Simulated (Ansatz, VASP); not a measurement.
## Two plane-wave programs on CdS

```
CELL_PARAMETERS angstrom
0.00000 2.91650 2.91650
2.91650 0.00000 2.91650
2.91650 2.91650 0.00000
ATOMIC_POSITIONS crystal
Cd 0.00000 0.00000 0.00000
S 0.25000 0.25000 0.25000
```

Alike in both runs: task relaxation of cell and atoms; functional PBE; k mesh 6 × 6 × 6; no spin polarisation.

|  | VASP | Ansatz |
| --- | --- | --- |
| version | VASP 6.6.1 | Ansatz 0.2.0 |
| potentials or method | VASP PAW PBE potentials, release 64 (Cd, S) | plane waves, PAW |
| plane-wave cutoff (eV) | 600 | 420 |
| occupations | gaussian, width 0.01 eV | fixed |
| valence electrons in the cell | 18 | 26 |

```tsv
	VASP	Ansatz	Ansatz less VASP
relaxed volume (Å³/atom)	26.15	26.02	-0.127
relaxed cell length with the largest relative difference (Å)	4.198	4.191	-0.0068
```

VASP's potentials hold 18 valence electrons a cell and Ansatz's 26, so a difference there can come from the potentials and not from the codes.
